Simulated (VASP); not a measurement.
# Ni (Fm-3m) in VASP: further runs, part 2 of 2

VASP 6.6.1.

### 3 Relaxation of cell and atoms, PBEsol, collinear spin, ferromagnetic start, target pressure 10 GPa, at which the enthalpy is minimised

The input, INCAR:

```
SYSTEM = Ni
PREC = Accurate
ENCUT = 600
EDIFF = 1E-7
ISMEAR = -1
SIGMA = 0.1
LREAL = .False.
LASPH = .True.
NELM = 200
ALGO = Normal
ISIF = 3
LWAVE = .False.
LCHARG = .False.
ISPIN = 2
MAGMOM = 1.5
LORBIT = 11
LMAXMIX = 4
GGA = PS
IBRION = 2
NSW = 80
EDIFFG = -0.01
PSTRESS = 100.0
GGA_COMPAT = .False.
NELMIN = 4
```

The input, KPOINTS:

```
Automatic mesh
0
Gamma
  8 8 8
  0 0 0
```

The input, POSCAR:

```
Ni
1.0
    0.0000000000      1.7600000000      1.7600000000
    1.7600000000      0.0000000000      1.7600000000
    1.7600000000      1.7600000000      0.0000000000
Ni
1
Direct
    0.0000000000      0.0000000000      0.0000000000
```

Potentials or basis: VASP PAW PBE potentials, release 64 (Ni).

Command:

```bash
$ cat potpaw_PBE.64/Ni/POTCAR > POTCAR
$ mpirun -np 1 vasp_std > vasp.out
```

It took 30 s on 1 thread of Intel Xeon 6975P-C (Granite Rapids), shared host; peak memory 0.14 GiB.

Results (log left out):

| Item | Value |
| --- | --- |
| Free energy | -6.1499 eV |
| Relaxed volume | 10.01 Å³/atom |
| Relaxed cell | a = 2.419 Å, b = 2.419 Å, c = 2.419 Å, α = 60.00°, β = 60.00°, γ = 60.00° |
| Space group after relaxing (to 0.1 Å) | Fm-3m (No. 225) |
| Energy change on relaxing (the run minimises the enthalpy) | -3.0 meV/atom |
| Ionic steps | 4 |
| Pressure after relaxing | 9.9 GPa |
| Net moment | 0.69 μB per cell |
| Site moments | Ni +0.69 μB |
| Valence electrons inside the program's atomic spheres | Ni 9.47 |

Step by step:
| step | energy change (eV) | largest force (eV/Å) | pressure (GPa) | volume (Å³) |
| --- | --- | --- | --- | --- |
| 1 | 0.0000 | 0.0000 | -9.34 | 10.90 |
| 2 | 0.1786 | 0.0000 | 49.45 | 8.96 |
| 3 | -0.0040 | 0.0000 | 9.42 | 10.03 |
| 4 | -0.0030 | 0.0000 | 9.90 | 10.01 |

Final structure:
```
CELL_PARAMETERS angstrom
0.00000 1.71041 1.71041
1.71041 0.00000 1.71041
1.71041 1.71041 0.00000
ATOMIC_POSITIONS crystal
Ni 0.00000 0.00000 0.00000
```

Levels at points of the mesh, in eV from the Fermi level:
Spin up:
```tsv
k point	band 2	band 3	band 4	band 5	band 6	band 7	band 8	band 9
(0.00, 0.00, 0.00)	-2.68	-2.68	-2.68	-1.38	-1.38	24.42	28.91	28.91
(0.50, 0.00, 0.00)	-2.68	-2.68	-0.61	-0.61	-0.49	6.25	22.87	26.10
(0.50, 0.50, 0.00)	-4.69	-0.57	-0.44	-0.44	2.45	9.95	15.57	15.57
```
Spin down:
```csv
k point,band 2,band 3,band 4,band 5,band 6,band 7,band 8,band 9
"(0.00, 0.00, 0.00)",-1.91,-1.91,-1.91,-0.69,-0.69,24.33,28.93,28.93
"(0.50, 0.00, 0.00)",-2.00,-2.00,-0.49,0.20,0.20,6.72,22.79,26.23
"(0.50, 0.50, 0.00)",-4.05,0.15,0.45,0.45,2.48,10.27,15.63,15.63
```

Caveat: the k points lie up to 0.40 Å⁻¹ apart in the final cell; the cell is relaxed towards a set pressure, so the run minimises the enthalpy, not the energy; the PAW data sets were made with another functional, which shifts forces and pressure a little.

### 4 Relaxation of cell and atoms, PBEsol, collinear spin, ferromagnetic start, target pressure 20 GPa, at which the enthalpy is minimised

INCAR, as its differences from that of step 3:

```diff
@@ -21,3 +21,3 @@
 EDIFFG = -0.01
-PSTRESS = 100.0
+PSTRESS = 200.0
 GGA_COMPAT = .False.
```

KPOINTS is that of step 3.

POSCAR is that of step 3.

Command:

```bash
$ cat potpaw_PBE.64/Ni/POTCAR > POTCAR
$ mpirun -np 1 vasp_std > vasp.out
```

Run time: 52 s. Hardware: 1 thread of Intel Xeon 6975P-C (Granite Rapids), shared host; peak memory 0.13 GiB.

The run converged. Its results:

```
Free energy                                                : -6.1190 eV
Relaxed volume                                             : 9.67 Å³/atom
Relaxed cell                                               : a = 2.392 Å, b = 2.392 Å, c = 2.392 Å, α = 60.00°, β = 60.00°, γ = 60.00°
Space group after relaxing (to 0.1 Å)                      : Fm-3m (No. 225)
Energy change on relaxing (the run minimises the enthalpy) : +28.0 meV/atom
Ionic steps                                                : 7
Pressure after relaxing                                    : 20.0 GPa
Net moment                                                 : 0.69 μB per cell
Site moments                                               : Ni +0.69 μB
Valence electrons inside the program's atomic spheres      : Ni 9.55
```

The path:
```csv
step,energy change (eV),largest force (eV/Å),pressure (GPa),volume (Å³)
1,0.0000,0.0000,-9.34,10.90
2,0.6137,0.0000,109.33,8.05
3,0.0209,0.0000,18.04,9.73
4,0.0264,0.0000,19.54,9.69
5,0.0293,0.0000,20.35,9.66
6,0.0261,0.0000,19.49,9.69
7,0.0280,0.0000,20.02,9.67
```

Final structure:
```
Ni
1.0
     0.00000    1.69107    1.69107
     1.69107    0.00000    1.69107
     1.69107    1.69107    0.00000
Ni
1
Cartesian
  0.0000 0.0000 0.0000
```

Levels at points of the mesh, in eV from the Fermi level:
Spin up:
| k point | band 1 | band 2 | band 3 | band 4 | band 5 | band 6 | band 7 | band 8 | band 9 | band 10 |
| --- | --- | --- | --- | --- | --- | --- | --- | --- | --- | --- |
| (0.00, 0.00, 0.00) | -9.90 | -2.78 | -2.78 | -2.78 | -1.41 | -1.41 | 24.70 | 29.47 | 29.47 | 29.47 |
| (0.50, 0.00, 0.00) | -5.56 | -2.79 | -2.79 | -0.60 | -0.60 | -0.55 | 6.52 | 23.14 | 26.73 | 26.73 |
| (0.50, 0.50, 0.00) | -5.45 | -4.89 | -0.56 | -0.42 | -0.42 | 2.48 | 10.28 | 15.90 | 15.90 | 21.24 |
Spin down:
```tsv
k point	band 2	band 3	band 4	band 5	band 6	band 7	band 8	band 9
(0.00, 0.00, 0.00)	-2.01	-2.01	-2.01	-0.73	-0.73	24.63	29.50	29.50
(0.50, 0.00, 0.00)	-2.11	-2.11	-0.55	0.21	0.21	7.00	23.06	26.86
(0.50, 0.50, 0.00)	-4.26	0.15	0.47	0.47	2.51	10.61	15.97	15.97
```

Caveat: the k points lie up to 0.40 Å⁻¹ apart in the final cell; the cell is relaxed towards a set pressure, so the run minimises the enthalpy, not the energy; the PAW data sets were made with another functional, which shifts forces and pressure a little.

### 5 Relaxation of cell and atoms, PBEsol, collinear spin, ferromagnetic start, target pressure 30 GPa, at which the enthalpy is minimised

The input, INCAR:

```
ALGO = Normal ; EDIFF = 1E-7
EDIFFG = -0.01 ; ENCUT = 600
GGA = PS ; GGA_COMPAT = F
IBRION = 2 ; ISIF = 3
ISMEAR = -1 ; ISPIN = 2
LASPH = T ; LCHARG = F
LMAXMIX = 4 ; LORBIT = 11
LREAL = F ; LWAVE = F
MAGMOM = 1.5 ; NELM = 200
NELMIN = 4 ; NSW = 80
PREC = Accurate ; PSTRESS = 300.0
SIGMA = 0.1
```

The input, KPOINTS:

```
k-points
0
Gamma
  8 8 8
```

POSCAR is that of step 4.

Command:

```bash
$ cat potpaw_PBE.64/Ni/POTCAR > POTCAR
$ mpirun -np 1 vasp_std > vasp.out
```

Run time: 40 s. Hardware: 1 thread of Intel Xeon 6975P-C (Granite Rapids), shared host; peak memory 0.14 GiB.

The run converged. Its results:

```
Free energy                                                : -6.0280 eV
Relaxed volume                                             : 9.36 Å³/atom
Relaxed cell                                               : a = 2.366 Å, b = 2.366 Å, c = 2.366 Å, α = 60.00°, β = 60.00°, γ = 60.00°
Space group after relaxing (to 0.1 Å)                      : Fm-3m (No. 225)
Energy change on relaxing (the run minimises the enthalpy) : +119.0 meV/atom
Ionic steps                                                : 5
Pressure after relaxing                                    : 30.0 GPa
Band gap on the k mesh                                     : zero (filled and empty bands overlap)
Net moment                                                 : 0.00 μB per cell
Valence electrons inside the program's atomic spheres      : Ni 9.63
```

The path:
```tsv
step	energy change (eV)	largest force (eV/Å)	pressure (GPa)	volume (Å³)
1	0.0000	0.0000	-9.34	10.90
2	1.4184	0.0000	203.93	7.20
3	0.0940	0.0000	24.42	9.51
4	0.1107	0.0000	28.23	9.41
5	0.1190	0.0000	29.96	9.36
```

Final structure:
```
CELL_PARAMETERS angstrom
0.00000 1.67268 1.67268
1.67268 0.00000 1.67268
1.67268 1.67268 0.00000
ATOMIC_POSITIONS crystal
Ni 0.00000 0.00000 0.00000
```

Levels at points of the mesh, in eV from the Fermi level:
Spin up:
| k point | band 1 | band 2 | band 3 | band 4 | band 5 | band 6 | band 7 | band 8 | band 9 | band 10 |
| --- | --- | --- | --- | --- | --- | --- | --- | --- | --- | --- |
| (0.00, 0.00, 0.00) | -10.00 | -2.34 | -2.34 | -2.34 | -0.94 | -0.94 | 25.08 | 30.16 | 30.16 | 33.80 |
| (0.50, 0.00, 0.00) | -5.39 | -2.40 | -2.40 | -0.47 | -0.02 | -0.02 | 7.18 | 23.50 | 27.55 | 27.55 |
| (0.50, 0.50, 0.00) | -5.33 | -4.63 | -0.03 | 0.20 | 0.20 | 2.67 | 10.92 | 16.41 | 16.41 | 21.98 |
Spin down:
| k point | band 2 | band 3 | band 4 | band 5 | band 6 | band 7 | band 8 | band 9 |
| --- | --- | --- | --- | --- | --- | --- | --- | --- |
| (0.00, 0.00, 0.00) | -2.34 | -2.34 | -2.34 | -0.94 | -0.94 | 25.08 | 30.16 | 30.16 |
| (0.50, 0.00, 0.00) | -2.40 | -2.40 | -0.47 | -0.02 | -0.02 | 7.18 | 23.50 | 27.55 |
| (0.50, 0.50, 0.00) | -4.63 | -0.03 | 0.20 | 0.20 | 2.67 | 10.92 | 16.41 | 16.41 |

Caveat: the k points lie up to 0.41 Å⁻¹ apart in the final cell, too coarse for converged energies and pressures of a metal; the cell is relaxed towards a set pressure, so the run minimises the enthalpy, not the energy; the PAW data sets were made with another functional, which shifts forces and pressure a little.

### 6 The runs side by side

| cell | gap on the mesh (eV) | pressure (GPa) | moment (μB) |
| --- | --- | --- | --- |
| relaxed | none | -0.1 | 0.69 |
| relaxed to 10 GPa | none | 9.9 | 0.69 |
| relaxed to 20 GPa | none | 20.0 | 0.69 |

Alike in all rows: task relaxation of cell and atoms; level PBEsol; potentials or basis VASP PAW PBE potentials, release 64 (Ni); spin collinear, ferromagnetic start; k mesh 8 × 8 × 8; cutoff (eV) 600; smearing fermi-dirac 0.1 eV.

Caveats: all runs use coarse meshes; the PAW data sets were made with another functional, which shifts forces and pressure a little; the cell is relaxed towards a set pressure, so the run minimises the enthalpy, not the energy (at least some runs).

Total energies depend on the potentials used, so only differences within one code and one set of settings carry meaning.
